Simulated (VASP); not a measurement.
# SnO2 (P4_2/mnm) in VASP: dielectric tensor with PBE

Aim: the dielectric tensor of SnO2 with PBE.

Everything below comes from runs of VASP 6.6.1. Logs are shortened: lines on timing, memory, paths and dates and some standing lists are left out, and cuts for length are marked.

### Step 1. The cell of the first run

Symmetry: P4_2/mnm, No. 136, tetragonal system. The conventional cell has a = 4.723 Å, b = 4.723 Å, c = 3.207 Å, α = 90.00°, β = 90.00°, γ = 90.00°. Sn (site symmetry mmm) has 6 O at 2.04 to 2.06 Å within 2.7 Å. O (site symmetry m2m) has 3 Sn at 2.04 to 2.06 Å and 1 O at 2.60 Å within 2.7 Å.

### Step 2. Dielectric tensor, PBE

File INCAR:

```
SYSTEM = SnO2
PREC     = Accurate       ! precision mode
ENCUT    = 520            ! plane-wave cutoff, eV
EDIFF    = 1E-8           ! SCF threshold, eV
ISMEAR   = 0              ! smearing method
SIGMA    = 0.01           ! smearing width, eV
LREAL    = .False.        ! projectors in reciprocal space
LASPH    = .True.         ! aspherical terms in the spheres
NELM     = 100            ! most SCF steps
ALGO     = Normal         ! electronic algorithm
ISIF     = 2              ! what is computed and relaxed
LWAVE    = .False.        ! write WAVECAR
LCHARG   = .False.        ! write CHGCAR
GGA      = PE             ! functional
LEPSILON = .True.         ! dielectric tensor by DFPT
```

File KPOINTS:

```
regular mesh
0
Gamma
  6 6 6
  0 0 0
```

File POSCAR:

```
SnO2
1.0
    4.7231910147      0.0000000000      0.0000000000
    0.0000000000      4.7231910147      0.0000000000
    0.0000000000      0.0000000000      3.2065130839
Sn O
2 4
Direct
    0.0000000000      0.0000000000      0.0000000000
    0.5000000000      0.5000000000      0.5000000000
    0.3056138637      0.3056138637      0.0000000000
    0.1943861363      0.8056138637      0.5000000000
    0.6943861363      0.6943861363      0.0000000000
    0.8056138637      0.1943861363      0.5000000000
```

Potentials or basis: VASP PAW PBE potentials, release 64 (Sn_d, O).

Started as:

```sh
> cat potpaw_PBE.64/Sn_d/POTCAR potpaw_PBE.64/O/POTCAR > POTCAR
> mpirun -np 1 vasp_std > vasp.out
```

OUTCAR:

```text
SYSTEM = SnO2
   PREC = Accurate
   ENCUT = 520
   EDIFF = 1E-8
   ISMEAR = 0
   LREAL = .False.
   LASPH = .True.
   NELM = 100
   ISIF = 2
   GGA = PE
   LEPSILON = .True.

 ion  position               nearest neighbor table
   1  0.000  0.000  0.000-   3 2.04   5 2.04   4 2.06   6 2.06   4 2.06   6 2.06   2 3.70   2 3.70
                             2 3.70   2 3.70   2 3.70   2 3.70   2 3.70   2 3.70
   2  0.500  0.500  0.500-   4 2.04   6 2.04   5 2.06   3 2.06   3 2.06   5 2.06   1 3.70   1 3.70
                             1 3.70   1 3.70   1 3.70   1 3.70   1 3.70   1 3.70
   3  0.306  0.306  0.000-   1 2.04   2 2.06   2 2.06
   4  0.194  0.806  0.500-   2 2.04   1 2.06   1 2.06
   5  0.694  0.694  0.000-   1 2.04   2 2.06   2 2.06
   6  0.806  0.194  0.500-   2 2.04   1 2.06   1 2.06

  LATTYP: Found a simple tetragonal cell.
 ALAT       =     4.7231910147
 C/A-ratio  =     0.6788870223

  Lattice vectors:

 A1 = (   4.7231910147,   0.0000000000,   0.0000000000)
 A2 = (   0.0000000000,   4.7231910147,   0.0000000000)
 A3 = (   0.0000000000,   0.0000000000,   3.2065130839)

Analysis of symmetry for initial positions (statically):
=====================================================================
 Subroutine PRICEL returns:
 Original cell was already a primitive cell.

 Routine SETGRP: Setting up the symmetry group for a
 simple tetragonal supercell.

 Subroutine GETGRP returns: Found 16 space group operations
 (whereof  8 operations were pure point group operations)
 out of a pool of 16 trial point group operations.

The static configuration has the point symmetry D_2h.
 The point group associated with its full space group is D_4h.

Analysis of symmetry for dynamics (positions and initial velocities):
=====================================================================
 Subroutine PRICEL returns:
 Original cell was already a primitive cell.

 Routine SETGRP: Setting up the symmetry group for a
 simple tetragonal supercell.

 Subroutine GETGRP returns: Found 16 space group operations
 (whereof  8 operations were pure point group operations)
 out of a pool of 16 trial point group operations.

The dynamic configuration has the point symmetry D_2h.
 The point group associated with its full space group is D_4h.

 Subroutine INISYM returns: Found 16 space group operations
 (whereof  8 operations are pure point group operations),
 and found     1 'primitive' translations

----------------------------------------------------------------------------------------

                                     Primitive cell

  volume of cell :      71.5326

  direct lattice vectors                    reciprocal lattice vectors
     4.723191015  0.000000000  0.000000000     0.211721270  0.000000000  0.000000000
     0.000000000  4.723191015  0.000000000     0.000000000  0.211721270  0.000000000
     0.000000000  0.000000000  3.206513084     0.000000000  0.000000000  0.311865249

  length of vectors
     4.723191015  4.723191015  3.206513084     0.211721270  0.211721270  0.311865249

  position of ions in fractional coordinates (direct lattice)
     0.000000000  0.000000000  0.000000000
     0.500000000  0.500000000  0.500000000
     0.305613864  0.305613864  0.000000000
     0.194386136  0.805613864  0.500000000
     0.694386136  0.694386136  0.000000000
     0.805613864  0.194386136  0.500000000

  ion indices of the primitive-cell ions
   primitive index   ion index
                 1           1
                 2           2
                 3           3
                 4           4
                 5           5
                 6           6

[... 107 lines left out ...]
 NGX is ok and might be reduce to    36
   NGX = 17   NGY = 17   NGZ = 11

--------------------------------------- Ionic step        1  -------------------------------------------

 number of electron      51.9999993 magnetization

 E-fermi :   6.2379     XC(G=0): -11.2644

 val. band max:        6.1511679919   @ k =   0.0000   0.0000   0.0000
 cond. band min:       7.3617585538   @ k =   0.0000   0.0000   0.0000
 fundamental gap:      1.2105905620
 Fermi energy:         6.2379185723

 k-point     1 :       0.0000    0.0000    0.0000
  band No.  band energies     occupation
      1     -14.9586      2.00000
      2     -14.1417      2.00000
      3     -13.9092      2.00000
      4     -13.8820      2.00000
      5     -13.8820      2.00000
      6     -13.8350      2.00000
[... 805 lines left out ...]
     30      14.7759      0.00000
     31      16.1220      0.00000

 [... further k-points ...]

  FORCE on cell =-STRESS in cart. coord.  units (eV):
  Direction    XX          YY          ZZ          XY          YZ          ZX
  --------------------------------------------------------------------------------------
  -------------------------------------------------------------------------------------
  Total        4.8888220      4.8888220      5.0846077     -0.0000000      0.0000000      0.0000000
  in kB      109.4991558    109.4991558    113.8843368     -0.0000000      0.0000000      0.0000000
  external PRESSURE =     110.9608828 kB  Pullay stress =       0.0000000 kB

 VOLUME and BASIS-vectors are now :
 -----------------------------------------------------------------------------
  energy-cutoff  :      520.00
  volume of cell :       71.53
      direct lattice vectors                 reciprocal lattice vectors
     4.723191015  0.000000000  0.000000000     0.211721270  0.000000000  0.000000000
     0.000000000  4.723191015  0.000000000     0.000000000  0.211721270  0.000000000
     0.000000000  0.000000000  3.206513084     0.000000000  0.000000000  0.311865249

 POSITION                                       TOTAL-FORCE (eV/Angst)
 -----------------------------------------------------------------------------------
      0.00000      0.00000      0.00000        -0.000000      0.000000     -0.000000
      2.36160      2.36160      1.60326        -0.000000      0.000000     -0.000000
      1.44347      1.44347      0.00000        -0.002413     -0.002413      0.000000
      0.91812      3.80507      1.60326         0.002413     -0.002413     -0.000000
      3.27972      3.27972      0.00000         0.002413      0.002413     -0.000000
      3.80507      0.91812      1.60326        -0.002413      0.002413     -0.000000
 -----------------------------------------------------------------------------------
    total drift:                                0.000000      0.000000      0.000000

  FREE ENERGIE OF THE ION-ELECTRON SYSTEM (eV)
  ---------------------------------------------------
  free  energy   TOTEN  =       -37.1702169263 eV

  energy  without entropy=      -37.1702169263  energy(sigma->0) =      -37.17021693

 HEAD OF MICROSCOPIC STATIC DIELECTRIC TENSOR (INDEPENDENT PARTICLE, excluding Hartree and local field effects)
 ------------------------------------------------------
           4.400319     0.000000     0.000000
           0.000000     4.400319     0.000000
           0.000000     0.000000     4.720177
 ------------------------------------------------------

 Free energy of the ion-electron system (eV)
  ---------------------------------------------------
  ---------------------------------------------------
  free energy    TOTEN  =        -0.70163403 eV

  energy without entropy =       -0.70163403

------------------------ aborting loop because EDIFF is reached ----------------------------------------

--------------------------------------- Ionic step        2  -------------------------------------------

------------------------ aborting loop because EDIFF is reached ----------------------------------------

--------------------------------------- Ionic step        3  -------------------------------------------

 Free energy of the ion-electron system (eV)
  ---------------------------------------------------
  ---------------------------------------------------
  free energy    TOTEN  =        -0.76795117 eV

  energy without entropy =       -0.76795117

------------------------ aborting loop because EDIFF is reached ----------------------------------------

 PIEZOELECTRIC TENSOR FIELD DIRECTION 3  (e Angst)
 -----------------------------------------------------------------------------
     0.00163 -0.00000  0.00000           ( -0.00000 -0.00000  0.00000)
    -0.00000  0.00163  0.00000           ( -0.00000 -0.00000  0.00000)
     0.00000  0.00000 -0.00478           (  0.00000  0.00000 -0.00015)

 PIEZOELECTRIC TENSOR FIELD DIRECTION 3  (C/m^2)
 -----------------------------------------------------------------------------
     0.00036 -0.00000  0.00000
    -0.00000  0.00036  0.00000
     0.00000  0.00000 -0.00107

 MACROSCOPIC STATIC DIELECTRIC TENSOR (including local field effects in DFT)
 ------------------------------------------------------
           4.328411    -0.000000     0.000000
           0.000000     4.328411     0.000000
           0.000000     0.000000     4.636529
 ------------------------------------------------------

 PIEZOELECTRIC TENSOR (including local field effects)  for field in x, y, z        (e  Angst)
          XX          YY          ZZ          XY          YZ          ZX
  --------------------------------------------------------------------------------
  x     0.00000     0.00000     0.00000     0.00000     0.00000     0.00000
  y     0.00000     0.00000     0.00000     0.00000     0.00000     0.00000
  z     0.00000     0.00000     0.00000     0.00000     0.00000     0.00000

 PIEZOELECTRIC TENSOR (including local field effects)  for field in x, y, z        (C/m^2)
          XX          YY          ZZ          XY          YZ          ZX
  --------------------------------------------------------------------------------
  x     0.00000     0.00000     0.00000     0.00000     0.00000     0.00000
  y     0.00000     0.00000     0.00000     0.00000     0.00000     0.00000
  z     0.00000     0.00000     0.00000     0.00000     0.00000     0.00000

 BORN EFFECTIVE CHARGES (including local field effects) (in |e|, cummulative output)
 ---------------------------------------------------------------------------------
 ion    1
    1     4.08834     0.42286     0.00000
    2     0.42286     4.08834     0.00000
    3     0.00000     0.00000     4.48470
 ion    2
    1     4.08834    -0.42286     0.00000
    2    -0.42286     4.08834     0.00000
    3     0.00000     0.00000     4.48470
 ion    3
    1    -2.04417    -0.69742     0.00000
    2    -0.69742    -2.04417     0.00000
    3     0.00000     0.00000    -2.24235
 ion    4
    1    -2.04417     0.69742     0.00000
    2     0.69742    -2.04417     0.00000
    3     0.00000     0.00000    -2.24235
 ion    5
    1    -2.04417    -0.69742     0.00000
    2    -0.69742    -2.04417     0.00000
    3     0.00000     0.00000    -2.24235
 ion    6
    1    -2.04417     0.69742     0.00000
    2     0.69742    -2.04417     0.00000
    3     0.00000     0.00000    -2.24235
```

Wall time 7.2 min (1 thread of AMD EPYC 9R45 (Zen 5), shared host); peak memory 0.46 GiB.

What came out:

```yaml
Band_gap_on_the_k_mesh: 1.21 eV
Electronic_dielectric_tensor_diagonal: 4.33, 4.33, 4.64
Born_charges_mean_of_the_diagonal: Sn +4.22; O -2.11 e
```

Electronic dielectric tensor:
```
4.33 0.00 0.00
0.00 4.33 0.00
0.00 0.00 4.64
```

Born effective charge tensors (e):
atom 1, Sn
```
4.09 0.42 0.00
0.42 4.09 0.00
0.00 0.00 4.48
```
atom 2, Sn
```
 4.09 -0.42  0.00
-0.42  4.09  0.00
 0.00  0.00  4.48
```
atom 3, O
```
-2.04 -0.70  0.00
-0.70 -2.04  0.00
 0.00  0.00 -2.24
```
atom 4, O
```
-2.04  0.70  0.00
 0.70 -2.04  0.00
 0.00  0.00 -2.24
```
atom 5, O
```
-2.04 -0.70  0.00
-0.70 -2.04  0.00
 0.00  0.00 -2.24
```
atom 6, O
```
-2.04  0.70  0.00
 0.70 -2.04  0.00
 0.00  0.00 -2.24
```

Caveat: spin-orbit coupling is left out, which moves the levels of the heavy elements.
